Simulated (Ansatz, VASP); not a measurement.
# TiO2 in VASP and in Ansatz

The input INCAR:

```
SYSTEM = TiO2
ALGO = Normal ; EDIFF = 1E-6
ENCUT = 520 ; GGA = PE
ISIF = 2 ; ISMEAR = 0
ISPIN = 2 ; LASPH = .True.
LCHARG = .False. ; LMAXMIX = 4
LORBIT = 11 ; LREAL = .False.
LWAVE = .False. ; MAGMOM = 1 1 0 0 0 0
NBANDS = 37 ; NELM = 150
PREC = Accurate ; SIGMA = 0.1
```

File KPOINTS:

```
k-points
0
Gamma
  6 6 6
  0 0 0
```

File POSCAR:

```
TiO2
1.0
   -1.8912698400      1.8912698400      4.8075107874
    1.8912698400     -1.8912698400      4.8075107874
    1.8912698400      1.8912698400     -4.8075107874
Ti O
2 4
Direct
    0.0000000000      0.0000000000      0.0000000000
    0.7500000000      0.2500000000      0.5000000000
    0.9571521200      0.4571521200      0.5000000000
    0.2071521200      0.2071521200      0.0000000000
    0.5428478800      0.0428478800      0.5000000000
    0.7928478800      0.7928478800      0.0000000000
```

Input for Ansatz:

```yaml
crystal:
  lattice:
    - [-1.89126984, 1.89126984, 4.8075107874]
    - [1.89126984, -1.89126984, 4.8075107874]
    - [1.89126984, 1.89126984, -4.8075107874]
  atoms:
    - { symbol: Ti, position: [0.0, 0.0, 0.0], spin: 1.0 }
    - { symbol: Ti, position: [0.75, 0.25, 0.5], spin: 1.0 }
    - { symbol: O, position: [0.95715212, 0.45715212, 0.5] }
    - { symbol: O, position: [0.20715212, 0.20715212, 0.0] }
    - { symbol: O, position: [0.54284788, 0.04284788, 0.5] }
    - { symbol: O, position: [0.79284788, 0.79284788, 0.0] }
basis:
  ecutwfc: 420
kpoints:
  mp_grid: { grid: [6, 6, 6] }
hamiltonian:
  xc: pbe
scf:
  occupations: { method: gaussian, width: 0.1 }
  lower_state_search: "off"
output:
  forces: true
  stress: true
  eigenvalues: true
  populations: true
magnetization:
  spin_polarized: true
```

Alike in both runs: task single point; functional PBE; k mesh 6 × 6 × 6; occupations gaussian, width 0.1 eV; collinear spin.

```csv
,VASP,Ansatz
version,VASP 6.6.1,Ansatz 0.2.0
potentials or method,"VASP PAW PBE potentials, release 64 (Ti_sv, O), cutoff 520 eV","scalar-relativistic, plane waves, PAW"
valence electrons in the cell,48,48
```

Ansatz gave:

* gap on the k mesh at the Fermi level (eV): 2.19
* least direct gap on the mesh (eV): 2.47
* pressure (GPa): 3.4
* traceless stress, the component that is largest in VASP (GPa): 0.07
* rms of the force components (eV/Å): 0.022
* net moment per atom (μB): 0.00

Question: What did VASP give for the same quantities?

Answer: gap on the k mesh at the Fermi level (eV): 2.17; least direct gap on the mesh (eV): 2.45; pressure (GPa): 4.1; traceless stress, the component that is largest in VASP (GPa): 0.11; rms of the force components (eV/Å): 0.032; net moment per atom (μB): 0.00.

Atom by atom the forces differ by 0.009 eV/Å (rms over components). Ansatz's warnings: seeded moment not kept.
